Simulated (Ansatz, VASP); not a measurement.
**Sc7W: VASP beside Ansatz**

```
CELL_PARAMETERS angstrom
3.26781 0.00000 0.00000
-1.63390 2.83000 0.00000
0.00000 0.00000 40.49856
ATOMIC_POSITIONS crystal
Sc 0.33333 0.66667 0.92175
Sc 0.66667 0.33333 0.85438
Sc 0.33333 0.66667 0.78967
Sc 0.66667 0.33333 0.72523
Sc 0.33333 0.66667 0.53216
Sc 0.66667 0.33333 0.46784
Sc 0.33333 0.66667 0.27477
Sc 0.66667 0.33333 0.33917
Sc 0.33333 0.66667 0.14562
Sc 0.66667 0.33333 0.21033
Sc 0.66667 0.33333 0.07825
Sc 0.33333 0.66667 0.40352
Sc 0.66667 0.33333 0.59648
Sc 0.33333 0.66667 0.66083
W 0.33333 0.66667 0.02196
W 0.66667 0.33333 0.97804
```

Alike in both runs: functional PBE; k mesh 6 × 6 × 1; occupations gaussian, width 0.2 eV; no spin polarisation.

Ansatz relaxed the structure, and its values are those at the end. VASP's run is a single point on that final structure, the one shown.

```csv
,VASP,Ansatz
version,VASP 6.6.1,Ansatz 0.2.0
potentials or method,"VASP PAW PBE potentials, release 64 (Sc_sv, W_sv), cutoff 520 eV","scalar-relativistic, plane waves, PAW"
valence electrons in the cell,182,182
```

```tsv
	VASP	Ansatz	Ansatz less VASP
gap on the k mesh at the Fermi level (eV)	none	none	-
pressure (GPa)	0.1	0.0	-0.07
rms of the force components (eV/Å)	0.007	0.003	-0.0040
```

A gap of «none» marks a metal or a gap that the smearing closes.

The k mesh is coarse, so the values compare programs but aren't converged. Neither program's run includes spin-orbit coupling.
